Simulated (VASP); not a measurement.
A run of VASP 6.6.1:

INCAR

```
SYSTEM = MgSe
ALGO = Normal
EDIFF = 1E-6
ENCUT = 600
GGA_COMPAT = .FALSE.
ISIF = 2
ISMEAR = 0
LASPH = .TRUE.
LCHARG = .FALSE.
LREAL = .FALSE.
LWAVE = .FALSE.
NBANDS = 11
NELM = 120
PREC = Accurate
SIGMA = 0.05
```

KPOINTS

```
k-points
0
G
  8 8 8
  0 0 0
```

POSCAR

```
MgSe
1.0
    0.0000000000      2.6573625000      2.6573625000
    2.6573625000      0.0000000000      2.6573625000
    2.6573625000      2.6573625000      0.0000000000
Mg Se
1 1
Direct
    0.0000000000      0.0000000000      0.0000000000
    0.5000000000      0.5000000000      0.5000000000
```

Potentials or basis: VASP PAW LDA potentials, release 64 (Mg, Se).

The run is started by

```sh
$ cat potpaw_LDA.64/Mg/POTCAR potpaw_LDA.64/Se/POTCAR > POTCAR
$ mpirun -np 1 vasp_std > vasp.out
```

Hardware: 1 thread of Intel Xeon 8259CL, on a shared host.

How long does it take, and how much memory?

Run time: 23 s on 1 thread of Intel Xeon 8259CL, with other jobs on the host, peak memory 0.16 GiB. Counts: scf iterations 12, k points 29.
